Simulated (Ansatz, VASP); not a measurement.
**Ta3SiO4: VASP beside Ansatz**

```
Ta Si O
1.0
     4.87321    0.00000    0.00000
     0.00000    4.87321    0.00000
     0.00000    0.00000    4.87321
Ta Si O
3 1 4
Direct
  0.00000 0.50000 0.50000
  0.50000 0.00000 0.50000
  0.50000 0.50000 0.00000
  0.00000 0.00000 0.00000
  0.50000 0.00000 0.00000
  0.00000 0.50000 0.00000
  0.00000 0.00000 0.50000
  0.50000 0.50000 0.50000
```

Alike in both runs: task relaxation of cell and atoms; functional PBE; k mesh 4 × 4 × 4; occupations gaussian, width 0.1 eV; collinear spin.

```csv
,VASP,Ansatz
version,VASP 6.6.1,Ansatz 0.2.0
potentials or method,"VASP PAW PBE potentials, release 64 (Ta_pv, Si, O), cutoff 600 eV","scalar-relativistic, plane waves, PAW"
valence electrons in the cell,61,67
```

|  | VASP | Ansatz | Ansatz less VASP |
| --- | --- | --- | --- |
| gap on the k mesh at the Fermi level, each at its own relaxed structure (eV) | none | none | - |
| net moment per atom (μB) | 0.00 | 0.00 | 0.000 |
| relaxed volume (Å³/atom) | 11.53 | 11.51 | -0.026 |
| relaxed cell length with the largest relative difference (Å) | 4.519 | 4.515 | -0.0034 |

A gap of «none» marks a metal or a gap that the smearing closes. VASP's potentials hold 61 valence electrons a cell and Ansatz's 67, so a difference there can come from the potentials and not from the codes. Ansatz's warnings: seeded moment not kept.

Spin-orbit coupling is off throughout. Noted on VASP's run: the volume moved by over 15 % at a fixed basis, so the end points are rough.
